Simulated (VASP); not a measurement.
Crystal: Rh.

```
Rh
1.0
     0.00000    1.90155    1.90155
     1.90155    0.00000    1.90155
     1.90155    1.90155    0.00000
Rh
1
Cartesian
  0.0000 0.0000 0.0000
```

```yaml
Program: VASP 6.6.1
Task: relaxation of cell and atoms
Functional: BLYP
Potentials_or_basis: VASP PAW PBE potentials, release 64 (Rh_pv)
Cutoff: 600 eV
k_mesh: 14 × 14 × 14
Occupations: fermi-dirac, width 0.1 eV
Spin: no spin polarisation
```

At the start: pressure 20.5 GPa; volume 13.75 Å³/atom.

Problem. How do energy, volume and symmetry change on relaxing?

Solution. Over 16 steps the energy falls by 66.7 meV/atom and the volume is 14.87 Å³/atom (+8.2 %); space group Fm-3m (No. 225, to 0.05 Å).

The path:
```csv
step,energy change (eV),largest force (eV/Å),pressure (GPa),volume (Å³)
1,0.0000,0.0000,20.55,13.75
2,0.1581,0.0000,-22.40,17.57
3,-0.0664,0.0000,-0.97,14.95
4,-0.0666,0.0000,-0.13,14.89
5,-0.0666,0.0000,0.20,14.87
6,-0.0666,0.0000,0.19,14.87
7,-0.0666,0.0000,0.17,14.87
8,-0.0666,0.0000,0.18,14.87
9,-0.0666,0.0000,0.18,14.87
10,-0.0666,0.0000,0.18,14.87
11,-0.0666,0.0000,0.18,14.87
12,-0.0666,0.0000,0.18,14.87
13,-0.0666,0.0000,0.16,14.87
14,-0.0666,0.0000,0.15,14.87
15,-0.0666,0.0000,0.13,14.87
16,-0.0667,0.0000,0.09,14.87
```

Final structure:
```xyz
1
Lattice="0.0000 1.9519 1.9519 1.9519 0.0000 1.9519 1.9519 1.9519 0.0000" Properties=species:S:1:pos:R:3 pbc="T T T"
Rh    0.0000    0.0000    0.0000
```

Caveat: the PAW data sets were made with another functional, which shifts forces and pressure a little.
